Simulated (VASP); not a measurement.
# Ge (P6_3/mmc) in VASP: single point with LDA

Aim: the single point of Ge with LDA.

Program: VASP 6.6.1. These are calculated values, not measurements. Logs are shortened: lines on timing, memory, paths and dates and some standing lists are left out, and cuts for length are marked.

### 1 The cell of the first run

It takes space group P6_3/mmc (No. 194, hexagonal). Conventional cell: a = 3.925 Å, b = 3.925 Å, c = 12.892 Å, α = 90.00°, β = 90.00°, γ = 120.00°. Ge (site symmetry 3m) has 4 Ge at 2.40 to 2.41 Å within 3.2 Å. Within 3.2 Å of Ge (site symmetry 3m) lie 4 Ge at 2.41 to 2.43 Å.

### 2 Single point, LDA (volume scaled by 0.97, then relaxed in part)

Contents of INCAR:

```
SYSTEM = Ge
  PREC = Accurate
  ENCUT = 520
  EDIFF = 1E-6
  ISMEAR = 0
  SIGMA = 0.1
  LREAL = .False.
  LASPH = .True.
  NELM = 100
  ALGO = Normal
  ISIF = 2
  LWAVE = .False.
  LCHARG = .False.
  GGA = CA
  NBANDS = 66
```

Contents of KPOINTS:

```
Automatic mesh
0
Gamma
  12 12 4
  0 0 0
```

Contents of POSCAR:

```
Ge
1.0
    3.9249876728      0.0000000000      0.0000000000
   -1.9624938364      3.3991390342      0.0000000000
    0.0000000000      0.0000000000     12.8919208858
Ge
8
Direct
    0.0000000000      0.0000000000      0.4068283829
    0.0000000000      0.0000000000      0.5931716171
    0.0000000000      0.0000000000      0.9068283829
    0.0000000000      0.0000000000      0.0931716171
    0.3333333333      0.6666666667      0.3440815433
    0.6666666667      0.3333333333      0.6559184567
    0.6666666667      0.3333333333      0.8440815433
    0.3333333333      0.6666666667      0.1559184567
```

Potentials or basis: VASP PAW LDA potentials, release 64 (Ge_d).

Run with:

```
> cat potpaw_LDA.64/Ge_d/POTCAR > POTCAR
> mpirun -np 1 vasp_std > vasp.out
```

OUTCAR:

```text
SYSTEM = Ge
   PREC = Accurate
   ENCUT = 520
   EDIFF = 1E-6
   ISMEAR = 0
   LREAL = .False.
   LASPH = .True.
   NELM = 100
   ISIF = 2
   GGA = CA

 ion  position               nearest neighbor table
   1  0.000  0.000  0.407-   2 2.40   5 2.41   5 2.41   5 2.41
   2  0.000  0.000  0.593-   1 2.40   6 2.41   6 2.41   6 2.41
   3  0.000  0.000  0.907-   4 2.40   7 2.41   7 2.41   7 2.41
   4  0.000  0.000  0.093-   3 2.40   8 2.41   8 2.41   8 2.41
   5  0.333  0.667  0.344-   1 2.41   1 2.41   1 2.41   8 2.43
   6  0.667  0.333  0.656-   2 2.41   2 2.41   2 2.41   7 2.43
   7  0.667  0.333  0.844-   3 2.41   3 2.41   3 2.41   6 2.43
   8  0.333  0.667  0.156-   4 2.41   4 2.41   4 2.41   5 2.43

  LATTYP: Found a hexagonal cell.
 ALAT       =     3.9249876728
 C/A-ratio  =     3.2845761466

  Lattice vectors:

 A1 = (   3.9249876728,   0.0000000000,   0.0000000000)
 A2 = (  -1.9624938364,   3.3991390342,   0.0000000000)
 A3 = (   0.0000000000,   0.0000000000,  12.8919208858)

Analysis of symmetry for initial positions (statically):
=====================================================================
 Subroutine PRICEL returns:
 Original cell was already a primitive cell.

 Routine SETGRP: Setting up the symmetry group for a
 hexagonal supercell.

 Subroutine GETGRP returns: Found 24 space group operations
 (whereof 12 operations were pure point group operations)
 out of a pool of 24 trial point group operations.

The static configuration has the point symmetry D_3d.
 The point group associated with its full space group is D_6h.

Analysis of symmetry for dynamics (positions and initial velocities):
=====================================================================
 Subroutine PRICEL returns:
 Original cell was already a primitive cell.

 Routine SETGRP: Setting up the symmetry group for a
 hexagonal supercell.

 Subroutine GETGRP returns: Found 24 space group operations
 (whereof 12 operations were pure point group operations)
 out of a pool of 24 trial point group operations.

The dynamic configuration has the point symmetry D_3d.
 The point group associated with its full space group is D_6h.

 Subroutine INISYM returns: Found 24 space group operations
 (whereof 12 operations are pure point group operations),
 and found     1 'primitive' translations

----------------------------------------------------------------------------------------

[... 109 lines left out ...]
   NFREE  =      0    steps in history (QN), initial steepest desc. (CG)
   ISIF   =      2    stress and relaxation
   ISYM   =      2    0-nonsym 1-usesym 2-fastsym
   POTIM  = 0.5000    time-step for ionic-motion
   TEBEG  =    0.0;   TEEND  =   0.0 temperature during run
   PSTRESS=    0.0 pullay stress
   NELECT =     112.0000    total number of electrons
   NUPDOWN=      -1.0000    fix difference up-down
   EMIN   =  10.00;   EMAX   =-10.00  energy-range for DOS
   EFERMI =   0.00;   METHOD = LEGACY
   ISMEAR =     0;   SIGMA  =   0.10  broadening in eV -4-tet -1-fermi 0-gaus
   EFERMI_NEDOS =   21; number of points for ismear=-14 and -15
   IALGO  =     38    algorithm
   IMIX   =      4    mixing-type and parameters
     AMIX     =   0.40;   BMIX     =  1.00
     AMIX_MAG =   1.60;   BMIX_MAG =  1.00
  volume/ion in A,a.u.               =      21.50       145.09
  Fermi-wavevector in a.u.,A,eV,Ry     =   1.418968  2.681460 27.394919  2.013470
  Thomas-Fermi vector in A             =   2.540038
   LORBIT       =      0    0 simple, 1 ext, 2 COOP (PROOUT), +10 PAW based schemes
   GGA     = CA    functional components
   LHFCALC =     F    Hartree Fock is set to
   AEXX    =    0.0000 exact exchange contribution
   IVDW    =     0    specifies the selected vdW correction
   LEPSILON=     F    determine dielectric tensor
   LRPA    =     F    only Hartree local field effects (RPA)
 non-spin polarized calculation
 Gauss-broadening in eV      SIGMA  =   0.10
  energy-cutoff  :      520.00
  volume of cell :      172.00
 maximum number of plane-waves:      4716
 NGX is ok and might be reduce to    30
   NGX = 15   NGY = 15   NGZ = 47

 number of electron     111.9999917 magnetization

 Free energy of the ion-electron system (eV)
  ---------------------------------------------------
  ext. energy  EPLUGINS =         0.00000000
  ---------------------------------------------------
  free energy    TOTEN  =       -41.46567586 eV

  energy without entropy =      -41.46511600  energy(sigma->0) =      -41.46539593

 E-fermi :   5.3556     XC(G=0): -10.5329

 val. band max:        5.3293094002   @ k =   0.0000   0.0000   0.0000
 cond. band min:       5.3824588754   @ k =   0.0000   0.0000   0.0000
 fundamental gap:      0.0531494751
 Fermi energy:         5.3556040443

 k-point     1 :       0.0000    0.0000    0.0000
  band No.  band energies     occupation
      1     -19.8195      2.00000
      2     -19.8195      2.00000
      3     -19.8091      2.00000
      4     -19.8091      2.00000
      5     -19.8040      2.00000
      6     -19.8040      2.00000
[... 1645 lines left out ...]
     65      10.3672      0.00000
     66      10.4188      0.00000

 [... further k-points ...]

------------------------ aborting loop because EDIFF is reached ----------------------------------------

  FORCE on cell =-STRESS in cart. coord.  units (eV):
  Direction    XX          YY          ZZ          XY          YZ          ZX
  --------------------------------------------------------------------------------------
  -------------------------------------------------------------------------------------
  Total        2.6454004      2.6454004      2.6103509      0.0000000      0.0000000      0.0000000
  in kB       24.6420670     24.6420670     24.3155791      0.0000000      0.0000000      0.0000000
  external PRESSURE =      24.5332377 kB  Pullay stress =       0.0000000 kB

 VOLUME and BASIS-vectors are now :
 -----------------------------------------------------------------------------
  energy-cutoff  :      520.00
  volume of cell :      172.00
      direct lattice vectors                 reciprocal lattice vectors
     3.924987673  0.000000000  0.000000000     0.254777870  0.147096072  0.000000000
    -1.962493836  3.399139034  0.000000000     0.000000000  0.294192144  0.000000000
     0.000000000  0.000000000 12.891920886     0.000000000  0.000000000  0.077567960

 POSITION                                       TOTAL-FORCE (eV/Angst)
 -----------------------------------------------------------------------------------
      0.00000      0.00000      5.24480        -0.000000     -0.000000     -0.000957
      0.00000      0.00000      7.64712        -0.000000      0.000000      0.000957
      0.00000      0.00000     11.69076        -0.000000     -0.000000     -0.000957
      0.00000      0.00000      1.20116        -0.000000      0.000000      0.000957
     -0.00000      2.26609      4.43587        -0.000000     -0.000000      0.000895
      1.96249      1.13305      8.45605         0.000000      0.000000     -0.000895
      1.96249      1.13305     10.88183         0.000000     -0.000000      0.000895
     -0.00000      2.26609      2.01009        -0.000000      0.000000     -0.000895
 -----------------------------------------------------------------------------------
    total drift:                                0.000000     -0.000000      0.000000

  FREE ENERGIE OF THE ION-ELECTRON SYSTEM (eV)
  ---------------------------------------------------
  free  energy   TOTEN  =       -41.4656758635 eV

  energy  without entropy=      -41.4651160022  energy(sigma->0) =      -41.46539593
```

It took 11 min on 1 thread of Intel Xeon Platinum 8259CL at 2.50GHz (Skylake/Cascade Lake), shared host; peak memory 0.51 GiB.

What came out:

```
Free energy            : -41.4657 eV
Pressure               : 2.5 GPa
Band gap on the k mesh : 0.05 eV, direct
```

Levels at points of the mesh, in eV from the valence-band top:
```csv
k point,band 52,band 53,band 54,band 55,band 56,band 57,band 58,band 59,band 60,band 61
"(0.00, 0.00, 0.00)",-0.94,-0.94,-0.17,0.00,0.00,0.05,0.31,0.54,0.89,2.33
"(0.50, 0.00, 0.00)",-2.64,-2.61,-2.61,-2.00,-1.57,0.20,0.25,0.42,1.30,1.62
"(0.00, 0.00, 0.50)",-1.44,-0.37,-0.37,-0.37,-0.37,0.20,0.20,1.29,1.29,2.74
"(0.50, 0.00, 0.50)",-3.14,-2.83,-2.83,-1.95,-1.95,0.52,0.52,1.28,1.28,2.14
```

 A k mesh can miss the band edges.
